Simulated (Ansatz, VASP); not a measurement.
**Two plane-wave programs on SrRe**

```
Sr Re
1.0
     2.98406    0.00000    0.00000
    -1.49203    2.58427    0.00000
     0.00000    0.00000    5.49299
Sr Re
1 1
Direct
  0.33333 0.66667 0.50000
  0.00000 0.00000 0.00000
```

Alike in both runs: functional PBE; k mesh 6 × 6 × 4; occupations gaussian, width 0.1 eV; no spin polarisation.

Ansatz relaxed the structure, and its values are those at the end. VASP's run is a single point on that final structure, the one shown.

|  | VASP | Ansatz |
| --- | --- | --- |
| version | VASP 6.6.1 | Ansatz 0.2.0 |
| potentials or method | VASP PAW PBE potentials, release 64 (Sr_sv, Re), cutoff 520 eV | scalar-relativistic, plane waves, PAW |
| valence electrons in the cell | 17 | 25 |

VASP gave:

| Property | Result |
| --- | --- |
| gap on the k mesh at the Fermi level (eV) | none |
| pressure (GPa) | 0.1 |

Question: What did Ansatz give for the same quantities?

Answer: gap on the k mesh at the Fermi level (eV): none; pressure (GPa): -0.1.

A gap of «none» marks a metal or a gap that the smearing closes. VASP's potentials hold 17 valence electrons a cell and Ansatz's 25, so a difference there can come from the potentials and not from the codes.

The k mesh is coarse, so the values compare programs but aren't converged. Neither program's run includes spin-orbit coupling.
